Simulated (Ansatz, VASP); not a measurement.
Al3GaN4 in VASP and in Ansatz

Contents of INCAR:

```
ALGO     = Normal         # electronic algorithm
EDIFF    = 1E-7           # SCF threshold, eV
ENCUT    = 520            # plane-wave cutoff, eV
GGA      = PS             # functional
ISIF     = 2              # what is computed and relaxed
ISMEAR   = 0              # smearing method
LASPH    = T              # aspherical terms in the spheres
LCHARG   = F              # write CHGCAR
LREAL    = F              # projectors in reciprocal space
LWAVE    = F              # write WAVECAR
NBANDS   = 31             # bands
NELM     = 80             # most SCF steps
PREC     = Accurate       # precision mode
SIGMA    = 0.05           # smearing width, eV
```

Contents of KPOINTS:

```
k-points
0
Gamma
  6 6 6
```

File POSCAR:

```
Al3GaN4
1.0
    4.4511896259     -0.0808706234     -0.0808706234
   -0.0808706234      4.4511896259     -0.0808706234
   -0.0808706234     -0.0808706234      4.4511896259
Al Ga N
3 1 4
Direct
    0.5000000000      0.5000000000      0.0000000000
    0.5000000000      0.0000000000      0.5000000000
    0.0000000000      0.5000000000      0.5000000000
    0.0000000000      0.0000000000      0.0000000000
    0.7447140287      0.7447140287      0.2552859713
    0.7447140287      0.2552859713      0.7447140287
    0.2552859713      0.7447140287      0.7447140287
    0.2552859713      0.2552859713      0.2552859713
```

Input for Ansatz:

```yaml
crystal:
  lattice:
    - [4.4511896259, -0.0808706234, -0.0808706234]
    - [-0.0808706234, 4.4511896259, -0.0808706234]
    - [-0.0808706234, -0.0808706234, 4.4511896259]
  atoms:
    - { symbol: Al, position: [0.5, 0.5, 0.0] }
    - { symbol: Al, position: [0.5, 0.0, 0.5] }
    - { symbol: Al, position: [0.0, 0.5, 0.5] }
    - { symbol: Ga, position: [0.0, 0.0, 0.0] }
    - { symbol: "N", position: [0.7447140287, 0.7447140287, 0.2552859713] }
    - { symbol: "N", position: [0.7447140287, 0.2552859713, 0.7447140287] }
    - { symbol: "N", position: [0.2552859713, 0.7447140287, 0.7447140287] }
    - { symbol: "N", position: [0.2552859713, 0.2552859713, 0.2552859713] }
basis:
  ecutwfc: 520.0
kpoints:
  mp_grid: { grid: [6, 6, 6] }
hamiltonian:
  xc: pbesol
scf:
  occupations: { method: gaussian, width: 0.05 }
output:
  forces: true
  stress: true
  eigenvalues: true
```

Change from the starting cell: equal engineering shear yz, xz and xy -0.0367, equal normal strain along x, y and z +0.0100.

Alike in both runs: task single point; functional PBEsol; k mesh 6 × 6 × 6; occupations gaussian, width 0.05 eV; no spin polarisation.

|  | VASP | Ansatz |
| --- | --- | --- |
| version | VASP 6.6.1 | Ansatz 0.2.0 |
| potentials or method | VASP PAW PBE potentials, release 64 (Al, Ga_d, N), cutoff 520 eV | scalar-relativistic, plane waves, PAW |
| valence electrons in the cell | 42 | 42 |

Ansatz gave:

```
gap on the k mesh at the Fermi level (eV)                     : 2.97
least direct gap on the mesh (eV)                             : 2.97
pressure (GPa)                                                : -4.6
traceless stress, the component that is largest in VASP (GPa) : 7.52
rms of the force components (eV/Å)                            : 0.353
```

Q: What did VASP give for the same quantities?

A: gap on the k mesh at the Fermi level (eV): 2.98; least direct gap on the mesh (eV): 2.98; pressure (GPa): -4.6; traceless stress, the component that is largest in VASP (GPa): 7.58; rms of the force components (eV/Å): 0.356.

VASP's potentials were made for PBE, not for PBEsol. Atom by atom the forces differ by 0.007 eV/Å (rms over components). With one functional, cell and mesh, what is left measures potentials, basis and numerics.
